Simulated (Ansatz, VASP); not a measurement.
# Ga2O3: VASP beside Ansatz

INCAR

```
PREC = Accurate
ENCUT = 520
EDIFF = 1E-6
ISMEAR = 0
SIGMA = 0.05
LREAL = False
LASPH = True
NELM = 60
ALGO = Normal
ISIF = 2
LWAVE = False
LCHARG = False
GGA = PE
NBANDS = 55
```

KPOINTS

```
Automatic mesh
0
Gamma
  6 6 6
```

POSCAR

```
Ga2O3
1.0
    2.5287245564      1.5280753315      4.5629346097
   -2.5287245564      1.5280753315      4.5629346097
    0.0000000000     -2.8518040785      4.4972364186
Ga O
4 6
Direct
    0.3558687539      0.3558687539      0.3558687539
    0.1441312461      0.1441312461      0.1441312461
    0.6441312461      0.6441312461      0.6441312461
    0.8558687539      0.8558687539      0.8558687539
    0.5531733332      0.9468266668      0.2500000000
    0.2500000000      0.5531733332      0.9468266668
    0.9468266668      0.2500000000      0.5531733332
    0.4468266668      0.0531733332      0.7500000000
    0.7500000000      0.4468266668      0.0531733332
    0.0531733332      0.7500000000      0.4468266668
```

Input for Ansatz:

```yaml
crystal:
  lattice:
    - [2.5287245564, 1.5280753315, 4.5629346097]
    - [-2.5287245564, 1.5280753315, 4.5629346097]
    - [0.0, -2.8518040785, 4.4972364186]
  atoms:
    - { symbol: Ga, position: [0.3558687539, 0.3558687539, 0.3558687539] }
    - { symbol: Ga, position: [0.1441312461, 0.1441312461, 0.1441312461] }
    - { symbol: Ga, position: [0.6441312461, 0.6441312461, 0.6441312461] }
    - { symbol: Ga, position: [0.8558687539, 0.8558687539, 0.8558687539] }
    - { symbol: O, position: [0.5531733332, 0.9468266668, 0.25] }
    - { symbol: O, position: [0.25, 0.5531733332, 0.9468266668] }
    - { symbol: O, position: [0.9468266668, 0.25, 0.5531733332] }
    - { symbol: O, position: [0.4468266668, 0.0531733332, 0.75] }
    - { symbol: O, position: [0.75, 0.4468266668, 0.0531733332] }
    - { symbol: O, position: [0.0531733332, 0.75, 0.4468266668] }
basis:
  ecutwfc: 420
kpoints:
  mp_grid: { grid: [6, 6, 6] }
hamiltonian:
  xc: pbe
scf:
  occupations: { method: gaussian, width: 0.05 }
output:
  forces: true
  stress: true
  eigenvalues: true
```

Change from the starting cell: strain +0.0300 x Voigt [0, 0, 0, 1, 0, 0], atoms carried along.

Alike in both runs: task single point; functional PBE; k mesh 6 × 6 × 6; occupations gaussian, width 0.05 eV; no spin polarisation.

|  | VASP | Ansatz |
| --- | --- | --- |
| version | VASP 6.6.1 | Ansatz 0.2.0 |
| potentials or method | VASP PAW PBE potentials, release 64 (Ga_d, O), cutoff 520 eV | scalar-relativistic, plane waves, PAW |
| valence electrons in the cell | 88 | 88 |

```csv
,VASP,Ansatz,Ansatz less VASP
gap on the k mesh at the Fermi level (eV),2.37,2.38,+0.009
least direct gap on the mesh (eV),2.62,2.62,+0.008
pressure (GPa),1.2,0.2,-1.02
"traceless stress, the component that is largest in VASP (GPa)",-2.66,-2.63,+0.037
rms of the force components (eV/Å),0.085,0.086,+0.0008
```

Atom by atom the forces differ by 0.004 eV/Å (rms over components).
